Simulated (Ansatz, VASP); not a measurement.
# MgGeSe3 in VASP and in Ansatz

```
Mg Ge Se
1.0
     3.48588    2.01258    5.54715
    -3.48588    2.01258    5.54715
     0.00000   -4.02515    5.54715
Mg Ge Se
2 2 6
Direct
  0.75000 0.75000 0.75000
  0.25000 0.25000 0.25000
  0.50000 0.50000 0.50000
  0.00000 0.00000 0.00000
  0.87743 0.25000 0.62257
  0.62257 0.87743 0.25000
  0.25000 0.62257 0.87743
  0.12257 0.75000 0.37743
  0.37743 0.12257 0.75000
  0.75000 0.37743 0.12257
```

Alike in both runs: functional PBE; k mesh 6 × 6 × 6; occupations gaussian, width 0.1 eV; no spin polarisation.

Ansatz relaxed the structure, and its values are those at the end. VASP's run is a single point on that final structure, the one shown.

|  | VASP | Ansatz |
| --- | --- | --- |
| version | VASP 6.6.1 | Ansatz 0.2.0 |
| potentials or method | VASP PAW PBE potentials, release 64 (Mg, Ge_d, Se), cutoff 520 eV | scalar-relativistic, plane waves, PAW |
| valence electrons in the cell | 68 | 144 |

```csv
,VASP,Ansatz,Ansatz less VASP
gap on the k mesh at the Fermi level (eV),none,none,-
pressure (GPa),0.0,0.0,-0.01
rms of the force components (eV/Å),0.004,0.000,-0.0038
```

A gap of «none» marks a metal or a gap that the smearing closes. VASP's potentials hold 68 valence electrons a cell and Ansatz's 144, so a difference there can come from the potentials and not from the codes.
